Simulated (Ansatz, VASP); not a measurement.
# Two plane-wave programs on Li2O

```
O Li
1.0
     0.00572    2.28637    2.28637
     2.28637    0.00572    2.28637
     2.29208    2.29208    0.00000
O Li
1 2
Cartesian
  0.0000 0.0000 0.0000
  1.1460 1.1460 1.1432
  3.4381 3.4381 3.4296
```

Change from the starting cell: shear_xy strain +0.5%.

Alike in both runs: task single point; functional HSE06; k mesh 6 × 6 × 6; no spin polarisation.

|  | VASP | Ansatz |
| --- | --- | --- |
| version | VASP 6.6.1 | Ansatz 0.2.0 |
| potentials or method | VASP PAW PBE potentials, release 64 (O, Li_sv) | plane waves, PAW |
| plane-wave cutoff (eV) | 650 | 420 |
| occupations | gaussian, width 0.01 eV | fixed |
| valence electrons in the cell | 12 | 12 |

```csv
,VASP,Ansatz,Ansatz less VASP
gap on the k mesh at the Fermi level (eV),6.64,6.65,+0.013
pressure (GPa),-0.8,-0.3,+0.49
"traceless stress, the component that is largest in VASP (GPa)",-0.32,-0.31,+0.007
```

Ansatz's warnings: stress exchange threshold loose, stress scf threshold loose.
